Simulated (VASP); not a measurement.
# Pt (P6_3/mmc) in VASP: further runs, part 2 of 2

VASP 6.6.1. Earlier steps stand in the parts before.

## 4. Relaxation of cell and atoms, PBEsol+D3(BJ)

This run uses another cell than the first one, of 15.81 Å³/atom.

INCAR reads:

```
SYSTEM = Pt
PREC     = Accurate       ! precision mode
ENCUT    = 600            ! plane-wave cutoff, eV
EDIFF    = 1E-6           ! SCF threshold, eV
ISMEAR   = -1             ! smearing method
SIGMA    = 0.1            ! smearing width, eV
LREAL    = .False.        ! projectors in reciprocal space
LASPH    = .True.         ! aspherical terms in the spheres
NELM     = 100            ! most SCF steps
ALGO     = Normal         ! electronic algorithm
ISIF     = 3              ! what is computed and relaxed
LWAVE    = .False.        ! write WAVECAR
LCHARG   = .False.        ! write CHGCAR
GGA      = PS             ! functional
IVDW     = 12             ! dispersion correction
IBRION   = 2              ! ionic algorithm
NSW      = 80             ! ionic steps
EDIFFG   = -0.01          ! ionic threshold
```

KPOINTS reads:

```
regular mesh
0
Gamma
  11 11 6
  0 0 0
```

POSCAR reads:

```
Pt
1.0
    2.7606660000      0.0000000000      0.0000000000
   -1.3803330000      2.3908070000      0.0000000000
    0.0000000000      0.0000000000      4.7921340000
Pt
2
Direct
    0.6666666667      0.3333333333      0.7500000000
    0.3333333333      0.6666666667      0.2500000000
```

Potentials or basis: VASP PAW PBE potentials, release 64 (Pt).

On the command line:

```console
cat potpaw_PBE.64/Pt/POTCAR > POTCAR
mpirun -np 1 vasp_std > vasp.out
```

OUTCAR:

```text
SYSTEM = Pt
   PREC = Accurate
   ENCUT = 600
   EDIFF = 1E-6
   ISMEAR = -1
   LREAL = .False.
   LASPH = .True.
   NELM = 100
   ISIF = 3
   GGA = PS
   IVDW = 12
   IBRION = 2
   NSW = 80
   EDIFFG = -0.01
 IVDW          = 12

 ion  position               nearest neighbor table
   1  0.667  0.333  0.750-   2 2.88   2 2.88   2 2.88   2 2.88   2 2.88   2 2.88
   2  0.333  0.667  0.250-   1 2.88   1 2.88   1 2.88   1 2.88   1 2.88   1 2.88

  LATTYP: Found a hexagonal cell.
 ALAT       =     2.7606660000
 C/A-ratio  =     1.7358615638

  Lattice vectors:

 A1 = (   2.7606660000,   0.0000000000,   0.0000000000)
 A2 = (  -1.3803330000,   2.3908070000,   0.0000000000)
 A3 = (   0.0000000000,   0.0000000000,   4.7921340000)

Analysis of symmetry for initial positions (statically):
=====================================================================
 Subroutine PRICEL returns:
 Original cell was already a primitive cell.

 Routine SETGRP: Setting up the symmetry group for a
 hexagonal supercell.

 Subroutine GETGRP returns: Found 24 space group operations
 (whereof 12 operations were pure point group operations)
 out of a pool of 24 trial point group operations.

The static configuration has the point symmetry D_3d.
 The point group associated with its full space group is D_6h.

Analysis of symmetry for dynamics (positions and initial velocities):
[... 157 lines left out ...]
  ext. energy  EPLUGINS =         0.00000000
  ---------------------------------------------------
  free energy    TOTEN  =       -13.80387816 eV

  energy without entropy =      -13.68135501  energy(sigma->0) =      -13.74261658

------------------------ aborting loop because EDIFF is reached ----------------------------------------

 Edisp (eV)   -1.42731

 E8    (eV) :    -0.9760
[... 311 lines left out ...]
--------------------------------------- Ionic step        9  -------------------------------------------

 number of electron      19.9999999 magnetization

 Free energy of the ion-electron system (eV)
  ---------------------------------------------------
  ext. energy  EPLUGINS =         0.00000000
  ---------------------------------------------------
  free energy    TOTEN  =       -13.83226110 eV

  energy without entropy =      -13.71530025  energy(sigma->0) =      -13.77378068

 E-fermi :  11.5567     XC(G=0): -13.7699

 val. band max:       11.5535395854   @ k =   0.2727   0.2727   0.5000
 cond. band min:      11.5615220558   @ k =   0.2727   0.0909   0.1667
 fundamental gap:      0.0079824704
 Fermi energy:        11.5566679646

 k-point     1 :       0.0000    0.0000    0.0000
  band No.  band energies     occupation
      1       0.9961      2.00000
      2       3.8071      2.00000
      3       7.2722      2.00000
      4       7.7279      2.00000
      5       7.7279      2.00000
      6       8.1798      2.00000
      7       8.1798      2.00000
      8       9.3673      2.00000
      9       9.3673      2.00000
     10      10.5820      1.99988
     11      11.2833      1.87801
     12      11.2833      1.87801
     13      16.9288      0.00000
     14      26.4076      0.00000
[... 377 lines left out ...]
      1       3.1551      2.00000
      2       5.3078      2.00000
      3       6.4957      2.00000
      4       6.6759      2.00000
      5       7.3805      2.00000
      6       7.9895      2.00000
      7       8.7146      2.00000
      8       9.0431      2.00000
      9       9.7338      2.00000
     10       9.8678      2.00000
     11      11.3388      1.79672
     12      14.4351      0.00000
     13      19.1690      0.00000
     14      25.2507      0.00000

 [... further k-points ...]

------------------------ aborting loop because EDIFF is reached ----------------------------------------

 Edisp (eV)   -1.53510

 E8    (eV) :    -1.0497
[... 25 lines left out ...]
  FREE ENERGIE OF THE ION-ELECTRON SYSTEM (eV)
  ---------------------------------------------------
  free  energy   TOTEN  =       -15.3673617119 eV

  energy  without entropy=      -15.2504008670  energy(sigma->0) =      -15.30888129

 reached required accuracy - stopping structural energy minimisation
```

CONTCAR:

```text
Pt
   1.00000000000000
     2.7136982074049016   -0.0000000000000000    0.0000000000000000
    -1.3568491037024508    2.3501316926125457    0.0000000000000000
     0.0000000000000000    0.0000000000000000    4.6156250847383875
  Pt
     2
Direct
     0.6666666667000030    0.3333333332999970    0.7500000000000000
     0.3333333332999970    0.6666666667000030    0.2500000000000000

  0.00000000E+00  0.00000000E+00  0.00000000E+00
  0.00000000E+00  0.00000000E+00  0.00000000E+00
```

Run time: 3.9 min. Hardware: 1 thread of AMD EPYC 7R13, shared host; peak memory 0.17 GiB.

What came out:

| Quantity | Value |
| --- | --- |
| Free energy | -15.3674 eV |
| Relaxed volume | 14.72 Å³/atom |
| Relaxed cell | a = 2.714 Å, b = 2.714 Å, c = 4.616 Å, α = 90.00°, β = 90.00°, γ = 120.00° |
| Space group after relaxing (to 0.1 Å) | P6_3/mmc (No. 194) |
| Pressure after relaxing | 0.0 GPa |
| Band gap on the k mesh | zero (bands 10 and 11 overlap by 1.32 eV) |
| Dispersion energy per atom | -0.768 eV |

Final structure:
```cif
data_structure
_symmetry_space_group_name_H-M 'P 1'
_symmetry_Int_Tables_number 1
_cell_length_a 2.7137
_cell_length_b 2.7137
_cell_length_c 4.6156
_cell_angle_alpha 90.000
_cell_angle_beta 90.000
_cell_angle_gamma 120.000
_cell_volume 29.44
loop_
_atom_site_label
_atom_site_type_symbol
_atom_site_fract_x
_atom_site_fract_y
_atom_site_fract_z
_atom_site_occupancy
Pt1 Pt 0.66667 0.33333 0.75000 1
Pt2 Pt 0.33333 0.66667 0.25000 1
```

Caveat: the PAW data sets were made with another functional, which shifts forces and pressure a little; spin-orbit coupling is left out, which moves the levels of the heavy elements.

## 5. Relaxation of cell and atoms, BLYP+D3(BJ)

This run uses another cell than the first one, of 15.81 Å³/atom.

INCAR reads:

```
SYSTEM = Pt
PREC = Accurate ; ENCUT = 600
EDIFF = 1E-6 ; ISMEAR = -1
SIGMA = 0.1 ; LREAL = .False.
LASPH = .True. ; NELM = 60
ALGO = Normal ; ISIF = 3
LWAVE = .False. ; LCHARG = .False.
GGA = B5 ; ALDAX = 1.0
AGGAX = 1.0 ; AGGAC = 1.0
ALDAC = 0.0 ; IVDW = 12
VDW_S6 = 1.0 ; VDW_S8 = 2.6996
VDW_A1 = 0.4298 ; VDW_A2 = 4.2359
IBRION = 2 ; NSW = 80
EDIFFG = -0.01
```

KPOINTS reads:

```
Automatic mesh
0
Gamma
  11 11 6
  0 0 0
```

POSCAR is that of step 4.

On the command line:

```console
cat potpaw_PBE.64/Pt/POTCAR > POTCAR
mpirun -np 1 vasp_std > vasp.out
```

It took 3.3 min on 1 thread of AMD EPYC 7R13, shared host; peak memory 0.16 GiB.

It converged, with:

```yaml
Free_energy: -13.3352 eV
Relaxed_volume: 15.58 Å³/atom
Relaxed_cell: a = 2.760 Å, b = 2.760 Å, c = 4.723 Å, α = 90.00°, β = 90.00°, γ = 120.00°
Space_group_after_relaxing_to_0.1_Å: P6_3/mmc (No. 194)
Energy_gained_by_relaxing: 3.7 meV/atom
Ionic_steps: 4
Pressure_after_relaxing: 0.0 GPa
Band_gap_on_the_k_mesh: zero (bands 10 and 11 overlap by 1.22 eV)
Dispersion_energy_per_atom: -1.754 eV
```

Stress tensor (GPa, compression positive):
```
 0.06  0.00  0.00
 0.00  0.06  0.00
 0.00  0.00 -0.07
```

The path:
```tsv
step	energy change (eV)	largest force (eV/Å)	pressure (GPa)	volume (Å³)
1	0.0000	0.0000	-3.28	31.63
2	0.0201	0.0000	9.07	30.17
3	-0.0057	0.0000	0.37	31.15
4	-0.0074	0.0000	0.01	31.17
```

Final structure:
```xyz
2
Lattice="2.7604 0.0000 0.0000 -1.3802 2.3906 0.0000 0.0000 0.0000 4.7230" Properties=species:S:1:pos:R:3 pbc="T T T"
Pt    1.3802    0.7969    3.5423
Pt    0.0000    1.5937    1.1808
```

Levels at points of the mesh, in eV from the Fermi level:
```csv
k point,band 8,band 9,band 10,band 11,band 12,band 13
"(0.00, 0.00, 0.00)",-1.97,-1.97,-0.41,-0.26,-0.26,4.95
"(0.00, 0.00, 0.50)",-3.51,-0.86,-0.86,-0.86,-0.86,12.51
```

Caveat: the PAW data sets were made with another functional, which shifts forces and pressure a little; spin-orbit coupling is left out, which moves the levels of the heavy elements.

## 6. Overview

| task | level | potentials or basis | cell | cutoff (eV) | gap on the mesh (eV) | pressure (GPa) | relaxed volume (Å³/atom) |
| --- | --- | --- | --- | --- | --- | --- | --- |
| single point | BLYP+D3(BJ) | VASP PAW PBE potentials, release 64 (Pt) | a = 2.754, b = 2.754, c = 4.717 Å, angles 90.0, 90.0, 120.0°, 2 atoms | 520 | none | 1.4 | - |
| relaxation of cell and atoms | LDA | VASP PAW LDA potentials, release 64 (Pt) | relaxed from a = 2.761, b = 2.761, c = 4.792 Å, angles 90.0, 90.0, 120.0°, 2 atoms | 600 | none | 0.0 | 14.91 |
| relaxation of cell and atoms | PBEsol+D3(BJ) | VASP PAW PBE potentials, release 64 (Pt) | relaxed from a = 2.761, b = 2.761, c = 4.792 Å, angles 90.0, 90.0, 120.0°, 2 atoms | 600 | none | 0.0 | 14.72 |
| relaxation of cell and atoms | BLYP+D3(BJ) | VASP PAW PBE potentials, release 64 (Pt) | relaxed from a = 2.761, b = 2.761, c = 4.792 Å, angles 90.0, 90.0, 120.0°, 2 atoms | 600 | none | 0.0 | 15.58 |

Alike in all rows: no spin polarisation; k mesh 11 × 11 × 6; smearing fermi-dirac 0.1 eV.

Caveats: spin-orbit coupling is left out, which moves the levels of the heavy elements; the PAW data sets were made with another functional, which shifts forces and pressure a little (at least some runs).

Total energies depend on the potentials used, so only differences within one code and one set of settings carry meaning.
